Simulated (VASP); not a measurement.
Crystal: MnSn2.

```xyz
6
Lattice="-3.3230 3.3230 2.7125 3.3230 -3.3230 2.7125 3.3230 3.3230 -2.7125" Properties=species:S:1:pos:R:3 pbc="T T T"
Mn    0.0000    0.0000    4.0687
Mn    0.0000    0.0000    1.3562
Sn    4.3797    1.0567    0.0000
Sn    2.2663    1.0567    2.7125
Sn   -1.0567    2.2663    2.7125
Sn    1.0567    2.2663    0.0000
```

Program: VASP 6.6.1. Alike in all runs: task single point; level PBEsol; potentials or basis VASP PAW PBE potentials, release 64 (Mn_pv, Sn_d); cell as given; k mesh 8 × 8 × 8; cutoff (eV) 500; smearing gaussian 0.1 eV.

**Question.** Order these runs on this cell by their pressure, lowest first.
A. spin collinear, ferromagnetic start; fixed moment (μB) 8.75
B. spin collinear; fixed moment (μB) 1.25
C. spin collinear; fixed moment (μB) 5.0

**Answer.** B (-9.3 GPa), C (-3.8 GPa), A (6.5 GPa).

Caveats: the PAW data sets were made with another functional, which shifts forces and pressure a little; the total moment is fixed, so each spin has its own Fermi level and the state may be an excited one; the cell stands under tension (at least some runs); the cell stands under pressure (at least some runs).
